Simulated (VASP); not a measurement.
# Te (R-3m) in VASP: a series of runs

Te is run at these levels: PBEsol; tasks: single point.

Program: VASP 6.6.1. These are calculated values, not measurements. Logs are shortened: lines on timing, memory, paths and dates and some standing lists are left out, and cuts for length are marked.

**1. The cell of the first run**

The structure is trigonal, space group R-3m (No. 166). The conventional cell has a = 4.417 Å, b = 4.417 Å, c = 5.093 Å, α = 90.00°, β = 90.00°, γ = 120.00°. Te (site symmetry -3m) has 6 Te at 3.06 Å within 4.0 Å.

**2. Single point, PBEsol (28.68 Å³/atom)**

File INCAR:

```
PREC     = Accurate       # precision mode
ENCUT    = 520            # plane-wave cutoff, eV
EDIFF    = 1E-6           # SCF threshold, eV
ISMEAR   = 0              # smearing method
SIGMA    = 0.15           # smearing width, eV
LREAL    = False          # projectors in reciprocal space
LASPH    = True           # aspherical terms in the spheres
NELM     = 80             # most SCF steps
ALGO     = Normal         # electronic algorithm
ISIF     = 2              # what is computed and relaxed
LWAVE    = False          # write WAVECAR
LCHARG   = False          # write CHGCAR
GGA      = PS             # functional
NBANDS   = 9              # bands
```

File KPOINTS:

```
regular mesh
0
Gamma
  15 15 15
```

File POSCAR:

```
Te
1.0
    2.2085062563      1.2750816816      1.6976051424
   -2.2085062563      1.2750816816      1.6976051424
    0.0000000000     -2.5501633632      1.6976051424
Te
1
Direct
    0.5000000000      0.5000000000      0.5000000000
```

Potentials or basis: VASP PAW PBE potentials, release 64 (Te).

Run with:

```console
cat potpaw_PBE.64/Te/POTCAR > POTCAR
mpirun -np 1 vasp_std > vasp.out
```

OUTCAR:

```text
PREC = Accurate
   ENCUT = 520
   EDIFF = 1E-6
   ISMEAR = 0
   LREAL = False
   LASPH = True
   NELM = 80
   ISIF = 2
   GGA = PS

 ion  position               nearest neighbor table
   1  0.500  0.500  0.500-

  LATTYP: Found a trigonal (rhomboedric) cell.
 ALAT       =     3.0635267909
 COS(alpha) =    -0.0394028376

  Lattice vectors:

 A1 = (   2.2085062563,   1.2750816816,   1.6976051424)
 A2 = (  -2.2085062563,   1.2750816816,   1.6976051424)
 A3 = (   0.0000000000,  -2.5501633632,   1.6976051424)

Analysis of symmetry for initial positions (statically):
=====================================================================
 Subroutine PRICEL returns:
 Original cell was already a primitive cell.

 Routine SETGRP: Setting up the symmetry group for a
 trigonal (rhombohedral) supercell.

 Subroutine GETGRP returns: Found 12 space group operations
 (whereof 12 operations were pure point group operations)
 out of a pool of 12 trial point group operations.

The static configuration has the point symmetry D_3d.

Analysis of symmetry for dynamics (positions and initial velocities):
=====================================================================
 Subroutine PRICEL returns:
 Original cell was already a primitive cell.

 Routine SETGRP: Setting up the symmetry group for a
 trigonal (rhombohedral) supercell.

 Subroutine GETGRP returns: Found 12 space group operations
 (whereof 12 operations were pure point group operations)
 out of a pool of 12 trial point group operations.

The dynamic configuration has the point symmetry D_3d.

 Subroutine INISYM returns: Found 12 space group operations
 (whereof 12 operations are pure point group operations),
 and found     1 'primitive' translations

----------------------------------------------------------------------------------------

                                     Primitive cell

  volume of cell :      28.6830

  direct lattice vectors                    reciprocal lattice vectors
     2.208506256  1.275081682  1.697605142     0.226397366  0.130710580  0.196355045
    -2.208506256  1.275081682  1.697605142    -0.226397366  0.130710580  0.196355045
     0.000000000 -2.550163363  1.697605142     0.000000000 -0.261421161  0.196355045

  length of vectors
     3.063526791  3.063526791  3.063526791     0.326950037  0.326950037  0.326950037

  position of ions in fractional coordinates (direct lattice)
     0.500000000  0.500000000  0.500000000

[... 78 lines left out ...]
   NSW    =      0    number of steps for IOM
   IBRION =     -1    ionic relax: 0-MD 1-quasi-New 2-CG
   NFREE  =      0    steps in history (QN), initial steepest desc. (CG)
   ISIF   =      2    stress and relaxation
   ISYM   =      2    0-nonsym 1-usesym 2-fastsym
   POTIM  = 0.5000    time-step for ionic-motion
   TEBEG  =    0.0;   TEEND  =   0.0 temperature during run
   PSTRESS=    0.0 pullay stress
   NELECT =       6.0000    total number of electrons
   NUPDOWN=      -1.0000    fix difference up-down
   EMIN   =  10.00;   EMAX   =-10.00  energy-range for DOS
   EFERMI =   0.00;   METHOD = LEGACY
   ISMEAR =     0;   SIGMA  =   0.15  broadening in eV -4-tet -1-fermi 0-gaus
   EFERMI_NEDOS =   21; number of points for ismear=-14 and -15
   IALGO  =     38    algorithm
   IMIX   =      4    mixing-type and parameters
     AMIX     =   0.40;   BMIX     =  1.00
     AMIX_MAG =   1.60;   BMIX_MAG =  1.00
  volume/ion in A,a.u.               =      28.68       193.56
  Fermi-wavevector in a.u.,A,eV,Ry     =   0.971815  1.836465 12.849681  0.944425
  Thomas-Fermi vector in A             =   2.102063
   LORBIT       =      0    0 simple, 1 ext, 2 COOP (PROOUT), +10 PAW based schemes
   GGA     = PS    functional components
   LHFCALC =     F    Hartree Fock is set to
   AEXX    =    0.0000 exact exchange contribution
   IVDW    =     0    specifies the selected vdW correction
   LEPSILON=     F    determine dielectric tensor
   LRPA    =     F    only Hartree local field effects (RPA)
 non-spin polarized calculation
 Gauss-broadening in eV      SIGMA  =   0.15
  energy-cutoff  :      520.00
  volume of cell :       28.68
 maximum number of plane-waves:       786
   NGX = 11   NGY = 11   NGZ = 11

 number of electron       6.0000001 magnetization

 Free energy of the ion-electron system (eV)
  ---------------------------------------------------
  ext. energy  EPLUGINS =         0.00000000
  ---------------------------------------------------
  free energy    TOTEN  =        -3.47140171 eV

  energy without entropy =       -3.46718150  energy(sigma->0) =       -3.46929161

 E-fermi :   8.1070     XC(G=0):  -9.9993

 val. band max:        8.1003285123   @ k =  -0.4000   0.2667   0.2000
 cond. band min:       8.1221212095   @ k =  -0.3333   0.3333   0.2000
 fundamental gap:      0.0217926972
 Fermi energy:         8.1070056769

 k-point     1 :       0.0000    0.0000    0.0000
  band No.  band energies     occupation
      1      -6.5882      2.00000
      2       9.2769      0.00000
      3       9.5585      0.00000
      4       9.5585      0.00000
      5      14.0261      0.00000
      6      14.0261      0.00000
      7      15.0037      0.00000
      8      25.9825      0.00000
      9      26.2670      0.00000
[... 265 lines left out ...]
 k-point    24 :       0.2000    0.1333    0.0000
  band No.  band energies     occupation
      1      -5.7790      2.00000
      2       5.7261      2.00000
      3       7.5613      2.00000
      4      10.1726      0.00000
      5      15.0796      0.00000
      6      17.5766      0.00000
      7      19.1642      0.00000
      8      20.8653      0.00000
      9      22.3190      0.00000

 [... further k-points ...]

------------------------ aborting loop because EDIFF is reached ----------------------------------------

  FORCE on cell =-STRESS in cart. coord.  units (eV):
  Direction    XX          YY          ZZ          XY          YZ          ZX
  --------------------------------------------------------------------------------------
  -------------------------------------------------------------------------------------
  Total        1.0942804      1.0942804      0.9851713      0.0000000     -0.0000000      0.0000000
  in kB       61.1244007     61.1244007     55.0297782      0.0000000     -0.0000000      0.0000000
  external PRESSURE =      59.0928599 kB  Pullay stress =       0.0000000 kB

 VOLUME and BASIS-vectors are now :
 -----------------------------------------------------------------------------
  energy-cutoff  :      520.00
  volume of cell :       28.68
      direct lattice vectors                 reciprocal lattice vectors
     2.208506256  1.275081682  1.697605142     0.226397366  0.130710580  0.196355045
    -2.208506256  1.275081682  1.697605142    -0.226397366  0.130710580  0.196355045
     0.000000000 -2.550163363  1.697605142     0.000000000 -0.261421161  0.196355045

 POSITION                                       TOTAL-FORCE (eV/Angst)
 -----------------------------------------------------------------------------------
      0.00000      0.00000      2.54641         0.000000      0.000000      0.000000
 -----------------------------------------------------------------------------------
    total drift:                                0.000000      0.000000     -0.000000

  FREE ENERGIE OF THE ION-ELECTRON SYSTEM (eV)
  ---------------------------------------------------
  free  energy   TOTEN  =        -3.4714017080 eV

  energy  without entropy=       -3.4671815039  energy(sigma->0) =       -3.46929161
```

stdout:

```text
POSCAR found type information on POSCAR Te
 POSCAR found :  1 types and       1 ions
 scaLAPACK will be used
 -----------------------------------------------------------------------------
|                                                                             |
|                                                                             |
|     You enforced a specific xc type in the INCAR file but a different       |
|     I HOPE YOU KNOW WHAT YOU ARE DOING!                                     |
|                                                                             |
 -----------------------------------------------------------------------------

 LDA part: xc-table for (Slater+PW92), standard interpolation
 POSCAR, INCAR and KPOINTS ok, starting setup
 FFT: planning ... GRIDC
 FFT: planning ... GRID_SOFT
 FFT: planning ... GRID
 WAVECAR not read
 entering main loop
```

It took 50 s on 1 thread of Intel Xeon 8259CL, shared host; peak memory 0.2 GiB.

Results:

* Free energy: -3.4714 eV
* Pressure: 5.9 GPa
* Band gap on the k mesh: zero (bands 3 and 4 overlap by 5.92 eV)

Caveat: the cell stands under pressure; the PAW data sets were made with another functional, which shifts forces and pressure a little; spin-orbit coupling is left out, which moves the levels of the heavy elements.

**3. Single point, PBEsol (28.68 Å³/atom)**

File INCAR:

```
SYSTEM = Te
ALGO = Normal
EDIFF = 1E-7
ENCUT = 520
GGA = PS
ISIF = 2
ISMEAR = 0
LASPH = .True.
LCHARG = .True.
LELF = .True.
LREAL = .False.
LVHAR = .True.
LWAVE = .False.
NBANDS = 9
NELM = 80
PREC = Accurate
SIGMA = 0.15
```

File KPOINTS:

```
k-points
0
Gamma
  15 15 15
  0 0 0
```

File POSCAR:

```
Te
1.0
    2.1311870473      1.2304414155      1.8230174002
   -2.1311870473      1.2304414155      1.8230174002
    0.0000000000     -2.4608828309      1.8230174003
Te
1
Direct
    0.5000000000      0.5000000000      0.5000000000
```

Potentials or basis: VASP PAW PBE potentials, release 64 (Te).

Run with:

```console
cat potpaw_PBE.64/Te/POTCAR > POTCAR
mpirun -np 1 vasp_std > vasp.out
```

It took 57 s on 1 thread of Intel Xeon 8259CL, shared host; peak memory 0.2 GiB.

The run converged. Its results:

```yaml
Free_energy: -3.4705 eV
Pressure: 6.0 GPa
Band_gap_on_the_k_mesh: zero (bands 3 and 4 overlap by 6.20 eV)
```

Stress tensor (GPa, compression positive):
```
5.84 0.00 0.00
0.00 5.84 0.00
0.00 0.00 6.27
```

Levels at points of the mesh, in eV from the Fermi level:
```csv
k point,band 1,band 2,band 3,band 4,band 5,band 6,band 7
"(0.00, 0.00, 0.00)",-14.70,1.28,1.28,1.49,5.91,5.91,6.89
```

Caveat: the cell stands under pressure; the PAW data sets were made with another functional, which shifts forces and pressure a little; spin-orbit coupling is left out, which moves the levels of the heavy elements.

**4. Single point, PBEsol (28.68 Å³/atom)**

File INCAR:

```
SYSTEM = Te
ALGO = Normal ; EDIFF = 1E-7
ENCUT = 520 ; GGA = PS
ISIF = 2 ; ISMEAR = 0
LASPH = .True. ; LCHARG = .False.
LREAL = .False. ; LWAVE = .False.
NBANDS = 9 ; NELM = 80
PREC = Accurate ; SIGMA = 0.15
```

KPOINTS is that of step 3.

File POSCAR:

```
Te
1.0
    2.1695092230      1.2525667339      1.7591827119
   -2.1695092230      1.2525667339      1.7591827119
    0.0000000000     -2.5051334678      1.7591827120
Te
1
Direct
    0.5000000000      0.5000000000      0.5000000000
```

Run with:

```console
cat potpaw_PBE.64/Te/POTCAR > POTCAR
mpirun -np 1 vasp_std > vasp.out
```

Wall time 55 s (1 thread of Intel Xeon 8259CL, shared host); peak memory 0.2 GiB.

The run converged. Its results:

- Free energy: -3.4689 eV
- Pressure: 6.1 GPa
- Band gap on the k mesh: zero (bands 3 and 4 overlap by 6.39 eV)

Stress tensor (GPa, compression positive):
```
6.15 0.00 0.00
0.00 6.15 0.00
0.00 0.00 6.04
```

Levels at points of the mesh, in eV from the Fermi level:
| k point | band 1 | band 2 | band 3 | band 4 | band 5 | band 6 |
| --- | --- | --- | --- | --- | --- | --- |
| (0.00, 0.00, 0.00) | -14.72 | 1.30 | 1.34 | 1.34 | 5.88 | 5.88 |

Caveat: the cell stands under pressure; the PAW data sets were made with another functional, which shifts forces and pressure a little; spin-orbit coupling is left out, which moves the levels of the heavy elements.

**5. Summary**

```tsv
cell	gap on the mesh (eV)	pressure (GPa)
a = 3.064 Å, angles 92.3°, 1 atom	none	5.9
a = 3.063 Å, angles 88.2°, 1 atom	none	6.0
a = 3.061 Å, angles 90.3°, 1 atom	none	6.1
```

Alike in all rows: task single point; level PBEsol; potentials or basis VASP PAW PBE potentials, release 64 (Te); no spin polarisation; k mesh 15 × 15 × 15; cutoff (eV) 520; smearing gaussian 0.15 eV.

Caveats: the cell stands under pressure; the PAW data sets were made with another functional, which shifts forces and pressure a little; spin-orbit coupling is left out, which moves the levels of the heavy elements.

Absolute energies hang on the potentials; compare differences alone.
